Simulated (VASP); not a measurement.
Write the native input for VASP 6.6.1 that does the following.

| Quantity | Value |
| --- | --- |
| Task | single point |
| Functional | PBEsol |
| Potentials or basis | VASP PAW PBE potentials, release 64 (Mg, S) |
| Cutoff | 520 eV |
| k mesh | 6 × 6 × 6 |
| Occupations | gaussian, width 0.01 eV |
| Spin | no spin polarisation |
| Dipole correction | no |
| Further INCAR settings | ALGO = Normal; EDIFF = 1e-06; NBANDS = 11 |

The structure of MgS lies in POSCAR:

```
MgS
1.0
    0.0000000000      2.6015179373      2.6015179373
    2.6015179373      0.0000000000      2.6015179373
    2.6015179373      2.6015179373      0.0000000000
Mg S
1 1
Direct
    0.0000000000      0.0000000000      0.0000000000
    0.5000000000      0.5000000000      0.5000000000
```

The input as run:

INCAR

```
PREC = Accurate
ENCUT = 520
EDIFF = 1E-6
ISMEAR = 0
SIGMA = 0.01
LREAL = False
LASPH = True
NELM = 60
ALGO = Normal
ISIF = 2
LWAVE = False
LCHARG = False
GGA = PS
NBANDS = 11
```

KPOINTS

```
Automatic mesh
0
Gamma
  6 6 6
```

Potentials or basis: VASP PAW PBE potentials, release 64 (Mg, S).

Run with:

```bash
$ cat potpaw_PBE.64/Mg/POTCAR potpaw_PBE.64/S/POTCAR > POTCAR
$ mpirun -np 1 vasp_std > vasp.out
```

Results of the run:

```
Pressure               : -1.1 GPa
Band gap on the k mesh : 2.70 eV, indirect (least direct gap 3.59 eV)
```

Caveat: the PAW data sets were made with another functional, which shifts forces and pressure a little.

It took 5.5 s on 1 thread of Intel(R) Xeon(R) Platinum 8259CL CPU @ 2.50GHz (Skylake/Cascade Lake) (shared host), peak memory 0.15 GiB.
